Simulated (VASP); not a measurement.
**SiW4: relaxation of cell and atoms with PBE**

The system is SiW4.

```
CELL_PARAMETERS angstrom
3.43603 -3.60807 0.00000
3.43603 3.60807 0.00000
0.00000 0.00000 3.08545
ATOMIC_POSITIONS crystal
Si 0.00000 0.00000 0.00000
W 0.81060 0.18940 0.50000
W 0.18940 0.81060 0.50000
W 0.28520 0.28520 0.00000
W 0.71480 0.71480 0.00000
```

The cell was built from a structure type or drawn by symmetry, and may not be a known phase.

```json
{
  "Program": "VASP 6.6.1",
  "Task": "relaxation of cell and atoms",
  "Functional": "PBE",
  "Potentials or basis": "VASP PAW PBE potentials, release 64 (Si, W_sv)",
  "Cutoff": "600 eV",
  "k mesh": "4 × 4 × 6",
  "Occupations": "gaussian, width 0.1 eV",
  "Spin": "no spin polarisation",
  "Dipole correction": "no",
  "Further INCAR settings": "ALGO = Normal; EDIFF = 1e-06; IBRION = 2; EDIFFG = -0.04; NSW = 90; ISIF = 3"
}
```

```
Relaxed volume                        : 17.18 Å³/atom
Relaxed cell                          : a = 5.468 Å, b = 5.468 Å, c = 2.892 Å, α = 90.00°, β = 90.00°, γ = 96.53°
Space group after relaxing (to 0.1 Å) : Cmmm (No. 65)
Pressure after relaxing               : -0.2 GPa
Largest force after relaxing          : 0.038 eV/Å
Band gap on the k mesh                : zero (bands 30 and 31 overlap by 0.40 eV)
```

Forces in eV/Å, atoms in the order of the input:
```
Si   0.000  0.000  0.000
W    0.000 -0.038  0.000
W    0.000  0.038  0.000
W   -0.032  0.000  0.000
W    0.032  0.000  0.000
```

Stress tensor (GPa, compression positive):
```
-0.13  0.00  0.00
 0.00 -0.11  0.00
 0.00  0.00 -0.36
```

Final structure:
```yaml
crystal:
  lattice:
    - [3.64026, -4.08044, 0.00000]
    - [3.64026, 4.08044, 0.00000]
    - [0.00000, 0.00000, 2.89225]
  atoms:
    - { symbol: Si, position: [0.00000, 0.00000, 0.00000] }
    - { symbol: W, position: [0.74982, 0.25018, 0.50000] }
    - { symbol: W, position: [0.25018, 0.74982, 0.50000] }
    - { symbol: W, position: [0.33094, 0.33094, 0.00000] }
    - { symbol: W, position: [0.66906, 0.66906, 0.00000] }
```

Levels at points of the mesh, in eV from the Fermi level:
```
           k point  band 28  band 29  band 30  band 31  band 32  band 33
(0.00, 0.00, 0.00)    -0.41    -0.40    -0.14    -0.06     0.30     0.99
(0.50, 0.00, 0.00)    -0.64    -0.64    -0.59     0.69     0.77     1.26
(0.50, 0.50, 0.00)    -1.12    -0.28    -0.06     0.16     0.75     1.01
(0.00, 0.00, 0.50)    -1.42    -1.40    -0.52     0.50     0.60     1.37
(0.50, 0.00, 0.50)    -1.26    -0.34    -0.07     1.09     1.68     2.78
(0.50, 0.50, 0.50)    -0.92    -0.73    -0.28     0.93     1.57     2.01
```

It took 45 min on 1 thread of Intel Xeon 8259CL, on a shared host, peak memory 0.27 GiB.

Caveat: spin-orbit coupling is left out, which moves the levels of the heavy elements.
